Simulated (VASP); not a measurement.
# As (R-3m) in VASP: single point with PBE

Aim: the single point of As with PBE.

Program: VASP 6.6.1. These are calculated values, not measurements. Logs are shortened: lines on timing, memory, paths and dates and some standing lists are left out, and cuts for length are marked.

### Step 1. The cell of the first run

The structure is trigonal, space group R-3m (No. 166). Conventional cell: a = 3.804 Å, b = 3.804 Å, c = 11.187 Å, α = 90.00°, β = 90.00°, γ = 120.00°. As (site symmetry 3m) has 6 As at 2.55 to 3.28 Å within 3.4 Å.

### Step 2. Single point, PBE (23.36 Å³/atom)

INCAR

```
PREC = Accurate ; ENCUT = 510
EDIFF = 1E-6 ; ISMEAR = 0
SIGMA = 0.1 ; LREAL = F
LASPH = T ; NELM = 120
ALGO = Normal ; ISIF = 2
LWAVE = F ; LCHARG = F
GGA = PE ; NBANDS = 22
GGA_COMPAT = F
```

KPOINTS

```
Automatic mesh
0
Gamma
  12 12 12
```

POSCAR

```
As
1.0
    1.9017628025      1.0979832660      3.7290257957
   -1.9017628025      1.0979832660      3.7290257957
    0.0000000000     -2.1959665320      3.7290257957
As
2
Direct
    0.7753755676      0.7753755676      0.7753755676
    0.2246244324      0.2246244324      0.2246244324
```

Potentials or basis: VASP PAW PBE potentials, release 64 (As_d).

Started as:

```sh
cat potpaw_PBE.64/As_d/POTCAR > POTCAR
mpirun -np 1 vasp_std > vasp.out
```

OUTCAR:

```text
PREC = Accurate
   ENCUT = 510
   EDIFF = 1E-6
   ISMEAR = 0
   LREAL = F
   LASPH = T
   NELM = 120
   ISIF = 2
   GGA = PE

 ion  position               nearest neighbor table
   1  0.775  0.775  0.775-   2 2.55   2 2.55   2 2.55
   2  0.225  0.225  0.225-   1 2.55   1 2.55   1 2.55

  LATTYP: Found a trigonal (rhomboedric) cell.
 ALAT       =     4.3275746550
 COS(alpha) =     0.6137632842

  Lattice vectors:

 A1 = (   1.9017628025,   1.0979832660,   3.7290257957)
 A2 = (  -1.9017628025,   1.0979832660,   3.7290257957)
 A3 = (   0.0000000000,  -2.1959665320,   3.7290257957)

Analysis of symmetry for initial positions (statically):
=====================================================================
 Subroutine PRICEL returns:
 Original cell was already a primitive cell.

 Routine SETGRP: Setting up the symmetry group for a
 trigonal (rhombohedral) supercell.

 Subroutine GETGRP returns: Found 12 space group operations
 (whereof 12 operations were pure point group operations)
 out of a pool of 12 trial point group operations.

The static configuration has the point symmetry D_3d.

Analysis of symmetry for dynamics (positions and initial velocities):
=====================================================================
 Subroutine PRICEL returns:
 Original cell was already a primitive cell.

 Routine SETGRP: Setting up the symmetry group for a
 trigonal (rhombohedral) supercell.

 Subroutine GETGRP returns: Found 12 space group operations
 (whereof 12 operations were pure point group operations)
 out of a pool of 12 trial point group operations.

The dynamic configuration has the point symmetry D_3d.

 Subroutine INISYM returns: Found 12 space group operations
 (whereof 12 operations are pure point group operations),
 and found     1 'primitive' translations

----------------------------------------------------------------------------------------

                                     Primitive cell

  volume of cell :      46.7196

  direct lattice vectors                    reciprocal lattice vectors
     1.901762802  1.097983266  3.729025796     0.262913966  0.151793449  0.089388852
    -1.901762802  1.097983266  3.729025796    -0.262913966  0.151793449  0.089388852
     0.000000000 -2.195966532  3.729025796     0.000000000 -0.303586898  0.089388852

  length of vectors
     4.327574655  4.327574655  4.327574655     0.316473334  0.316473334  0.316473334

  position of ions in fractional coordinates (direct lattice)
     0.775375568  0.775375568  0.775375568
     0.224624432  0.224624432  0.224624432

  ion indices of the primitive-cell ions
   primitive index   ion index
                 1           1
                 2           2

----------------------------------------------------------------------------------------

 KPOINTS: Automatic mesh

Automatic generation of k-mesh.
 Grid dimensions read from file:
 generate k-points for:   12   12   12

 Generating k-lattice:

  Cartesian coordinates                     Fractional coordinates (reciprocal lattice)
     0.021909497  0.012649454  0.007449071     0.083333333  0.000000000  0.000000000
    -0.021909497  0.012649454  0.007449071     0.000000000  0.083333333  0.000000000
     0.000000000 -0.025298908  0.007449071     0.000000000  0.000000000  0.083333333

  Length of vectors
     0.026372778  0.026372778  0.026372778

  Shift w.r.t. Gamma in fractional coordinates (k-lattice)
     0.000000000  0.000000000  0.000000000

 Subroutine IBZKPT returns following result:
 ===========================================

 Found    189 irreducible k-points:

 Following reciprocal coordinates:
            Coordinates               Weight
  0.000000  0.000000  0.000000      1.000000
  0.083333 -0.000000  0.000000      6.000000
  0.166667  0.000000  0.000000      6.000000
  0.250000 -0.000000  0.000000      6.000000
  0.333333  0.000000  0.000000      6.000000
  0.416667  0.000000 -0.000000      6.000000
[... 16 lines left out ...]
  0.500000  0.166667  0.000000     12.000000
 -0.416667  0.166667  0.000000     12.000000
 [... further k-points ...]
   k-points           NKPTS =    189   k-points in BZ     NKDIM =    189   number of bands    NBANDS=     22
   number of dos      NEDOS =    301   number of ions     NIONS =      2
   total plane-waves  NPLWV =  32768
   dimension x,y,z NGX =    32 NGY =   32 NGZ =   32
   dimension x,y,z NGXF=    64 NGYF=   64 NGZF=   64
   ions per type =               2
   NGX,Y,Z   is equivalent  to a cutoff of  12.29, 12.29, 12.29 a.u.
   NGXF,Y,Z  is equivalent  to a cutoff of  24.59, 24.59, 24.59 a.u.
 SYSTEM =  unknown system
   PREC   = accura    normal or accurate (medium, high low for compatibility)
   ISTART =      0    job   : 0-new  1-cont  2-samecut
   ICHARG =      2    charge: 1-file 2-atom 10-const
   ISPIN  =      1    spin polarized calculation?
   LNONCOLLINEAR =      F non collinear calculations
   LSORBIT =      F    spin-orbit coupling
   LASPH  =      T    aspherical Exc in radial PAW
   ENCUT  =  510.0 eV  37.48 Ry    6.12 a.u.   7.97  7.97  7.97*2*pi/ulx,y,z
   NELM   =    120;   NELMIN=  2; NELMDL= -5     # of ELM steps
   EDIFF  = 0.1E-05   stopping-criterion for ELM
   LREAL  =      F    real-space projection
[... 7 lines left out ...]
   TEBEG  =    0.0;   TEEND  =   0.0 temperature during run
   PSTRESS=    0.0 pullay stress
   NELECT =      30.0000    total number of electrons
   NUPDOWN=      -1.0000    fix difference up-down
   EMIN   =  10.00;   EMAX   =-10.00  energy-range for DOS
   EFERMI =   0.00;   METHOD = LEGACY
   ISMEAR =     0;   SIGMA  =   0.10  broadening in eV -4-tet -1-fermi 0-gaus
   EFERMI_NEDOS =   21; number of points for ismear=-14 and -15
   IALGO  =     38    algorithm
   IMIX   =      4    mixing-type and parameters
     AMIX     =   0.40;   BMIX     =  1.00
     AMIX_MAG =   1.60;   BMIX_MAG =  1.00
  volume/ion in A,a.u.               =      23.36       157.64
  Fermi-wavevector in a.u.,A,eV,Ry     =   1.412372  2.668996 27.140818  1.994794
  Thomas-Fermi vector in A             =   2.534127
   LORBIT       =      0    0 simple, 1 ext, 2 COOP (PROOUT), +10 PAW based schemes
   GGA     = PE    functional components
   LHFCALC =     F    Hartree Fock is set to
   AEXX    =    0.0000 exact exchange contribution
   IVDW    =     0    specifies the selected vdW correction
   LEPSILON=     F    determine dielectric tensor
   LRPA    =     F    only Hartree local field effects (RPA)
 non-spin polarized calculation
 Gauss-broadening in eV      SIGMA  =   0.10
  energy-cutoff  :      510.00
  volume of cell :       46.72
 maximum number of plane-waves:      1237
   NGX = 15   NGY = 15   NGZ = 15

 number of electron      29.9999997 magnetization

 Free energy of the ion-electron system (eV)
  ---------------------------------------------------
  ext. energy  EPLUGINS =         0.00000000
  ---------------------------------------------------
  free energy    TOTEN  =        -9.35839455 eV

  energy without entropy =       -9.35721935  energy(sigma->0) =       -9.35780695

 E-fermi :   3.1878     XC(G=0): -10.2248

 val. band max:        3.1740219126   @ k =   0.4167   0.3333   0.3333
 cond. band min:       3.1902522131   @ k =  -0.4167   0.5000   0.4167
 fundamental gap:      0.0162303005
 Fermi energy:         3.1877837443

 k-point     1 :       0.0000    0.0000    0.0000
  band No.  band energies     occupation
      1     -33.0997      2.00000
      2     -33.0997      2.00000
      3     -33.0623      2.00000
      4     -33.0623      2.00000
      5     -33.0295      2.00000
      6     -33.0030      2.00000
[... 14 lines left out ...]
     21      10.6568      0.00000
     22      11.6088      0.00000

 k-point     2 :       0.0833   -0.0000    0.0000
  band No.  band energies     occupation
      1     -33.0993      2.00000
      2     -33.0980      2.00000
      3     -33.0617      2.00000
      4     -33.0610      2.00000
      5     -33.0293      2.00000
      6     -33.0038      2.00000
[... 14 lines left out ...]
     21      10.1976      0.00000
     22      12.1285      0.00000

 k-point     3 :       0.1667    0.0000    0.0000
  band No.  band energies     occupation
      1     -33.0981      2.00000
      2     -33.0931      2.00000
      3     -33.0600      2.00000
      4     -33.0573      2.00000
      5     -33.0286      2.00000
      6     -33.0062      2.00000
[... 14 lines left out ...]
     21      10.3517      0.00000
     22      13.3413      0.00000

 k-point     4 :       0.2500   -0.0000    0.0000
  band No.  band energies     occupation
      1     -33.0964      2.00000
      2     -33.0856      2.00000
      3     -33.0573      2.00000
      4     -33.0516      2.00000
      5     -33.0275      2.00000
      6     -33.0100      2.00000
[... 14 lines left out ...]
     21      11.0816      0.00000
     22      14.6557      0.00000

 k-point     5 :       0.3333    0.0000    0.0000
  band No.  band energies     occupation
      1     -33.0946      2.00000
      2     -33.0769      2.00000
      3     -33.0536      2.00000
      4     -33.0448      2.00000
      5     -33.0261      2.00000
      6     -33.0151      2.00000
[... 14 lines left out ...]
     21      12.2979      0.00000
     22      14.5524      0.00000

 k-point     6 :       0.4167    0.0000   -0.0000
  band No.  band energies     occupation
      1     -33.0931      2.00000
      2     -33.0699      2.00000
      3     -33.0483      2.00000
      4     -33.0376      2.00000
      5     -33.0248      2.00000
      6     -33.0210      2.00000
[... 14 lines left out ...]
     21      13.2566      0.00000
     22      13.8549      0.00000

 k-point     7 :       0.5000   -0.0000    0.0000
  band No.  band energies     occupation
      1     -33.0926      2.00000
      2     -33.0674      2.00000
      3     -33.0441      2.00000
      4     -33.0329      2.00000
      5     -33.0252      2.00000
      6     -33.0246      2.00000
[... 324 lines left out ...]
      6     -33.0095      2.00000
[... 14 lines left out ...]
     21      11.8478      0.00000
     22      12.8079      0.00000

 k-point    21 :       0.3333    0.1667    0.0000
  band No.  band energies     occupation
      1     -33.0974      2.00000
      2     -33.0788      2.00000
      3     -33.0556      2.00000
      4     -33.0494      2.00000
      5     -33.0263      2.00000
      6     -33.0136      2.00000
[... 14 lines left out ...]
     21      12.8048      0.00000
     22      13.8880      0.00000

 k-point    22 :       0.4167    0.1667    0.0000
  band No.  band energies     occupation
      1     -33.0961      2.00000
      2     -33.0702      2.00000
      3     -33.0518      2.00000
      4     -33.0446      2.00000
      5     -33.0246      2.00000
      6     -33.0188      2.00000
[... 14 lines left out ...]
     21      13.6266      0.00000
     22      14.2875      0.00000

 k-point    23 :       0.5000    0.1667    0.0000
  band No.  band energies     occupation
      1     -33.0952      2.00000
      2     -33.0626      2.00000
      3     -33.0467      2.00000
      4     -33.0397      2.00000
      5     -33.0252      2.00000
      6     -33.0227      2.00000
[... 14 lines left out ...]
     21      13.0968      0.00000
     22      14.7710      0.00000

 k-point    24 :      -0.4167    0.1667    0.0000
  band No.  band energies     occupation
      1     -33.0952      2.00000
      2     -33.0596      2.00000
      3     -33.0413      2.00000
      4     -33.0366      2.00000
      5     -33.0295      2.00000
      6     -33.0278      2.00000
[... 14 lines left out ...]
     21      12.8459      0.00000
     22      14.4279      0.00000

 [... further k-points ...]

------------------------ aborting loop because EDIFF is reached ----------------------------------------

  FORCE on cell =-STRESS in cart. coord.  units (eV):
  Direction    XX          YY          ZZ          XY          YZ          ZX
  --------------------------------------------------------------------------------------
  -------------------------------------------------------------------------------------
  Total       -0.1495853     -0.1495853     -0.1341484      0.0000000      0.0000000      0.0000000
  in kB       -5.1298044     -5.1298044     -4.6004171      0.0000000      0.0000000      0.0000000
  external PRESSURE =      -4.9533420 kB  Pullay stress =       0.0000000 kB

 VOLUME and BASIS-vectors are now :
 -----------------------------------------------------------------------------
  energy-cutoff  :      510.00
  volume of cell :       46.72
      direct lattice vectors                 reciprocal lattice vectors
     1.901762802  1.097983266  3.729025796     0.262913966  0.151793449  0.089388852
    -1.901762802  1.097983266  3.729025796    -0.262913966  0.151793449  0.089388852
     0.000000000 -2.195966532  3.729025796     0.000000000 -0.303586898  0.089388852

 POSITION                                       TOTAL-FORCE (eV/Angst)
 -----------------------------------------------------------------------------------
      0.00000      0.00000      8.67419         0.000000      0.000000     -0.009787
      0.00000      0.00000      2.51289         0.000000      0.000000      0.009787
 -----------------------------------------------------------------------------------
    total drift:                               -0.000000      0.000000     -0.000000

  FREE ENERGIE OF THE ION-ELECTRON SYSTEM (eV)
  ---------------------------------------------------
  free  energy   TOTEN  =        -9.3583945501 eV

  energy  without entropy=       -9.3572193480  energy(sigma->0) =       -9.35780695
```

Wall time 2 min (1 thread of AMD EPYC 7R43 (Zen 3), shared host); peak memory 0.24 GiB.

What came out:

```yaml
Free_energy: -9.3584 eV
Pressure: -0.5 GPa
Largest_force: 0.010 eV/Å
Band_gap_on_the_k_mesh: zero (bands 15 and 16 overlap by 0.43 eV)
```

Forces in eV/Å, atoms in the order of the input:
```
As   0.000  0.000 -0.010
As   0.000  0.000  0.010
```
